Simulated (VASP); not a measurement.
NaI: single point with PBE

NaI:

```
Na I
1.0
     0.00000    3.13931    3.18785
     3.13931    0.00000    3.18785
     3.13931    3.13931    0.00000
Na I
1 1
Direct
  0.00000 0.00000 0.00000
  0.50000 0.50000 0.50000
```

This cell differs from its parent crystal: strain -0.030 along x and y, -0.015 along z.

```yaml
Program: VASP 6.6.1
Task: single point
Functional: PBE
Potentials_or_basis: VASP PAW PBE potentials, release 64 (Na_pv, I)
Cutoff: 520 eV
k_mesh: 6 × 6 × 6
Occupations: gaussian, width 0.05 eV
Spin: no spin polarisation
Dipole_correction: no
Further_INCAR_settings: ALGO = Normal; EDIFF = 1e-06; NBANDS = 14
```

| Quantity | Value |
| --- | --- |
| Pressure | 2.0 GPa |
| Band gap on the k mesh | 3.85 eV |

Stress tensor (GPa, compression positive):
```
2.20 0.00 0.00
0.00 2.20 0.00
0.00 0.00 1.62
```

Levels at points of the mesh, in eV from the valence-band top:
```
           k point  band 5  band 6  band 7  band 8  band 9  band 10
(0.00, 0.00, 0.00)   -0.02   -0.02    0.00    3.85    7.84     7.95
(0.50, 0.00, 0.00)   -2.48   -0.36   -0.33    5.10    7.43     7.56
(0.50, 0.50, 0.00)   -2.18   -0.83   -0.83    4.55    5.42    10.29
(0.50, 0.00, 0.50)   -2.17   -0.91   -0.84    4.53    5.38    10.39
```

Wall time 33 s on 1 thread of Intel Xeon 8259CL, on a shared host, peak memory 0.21 GiB.

Caveat: the cell differs from its parent crystal (strain -0.030 along x and y, -0.015 along z); spin-orbit coupling is left out, which moves the levels of the heavy elements.
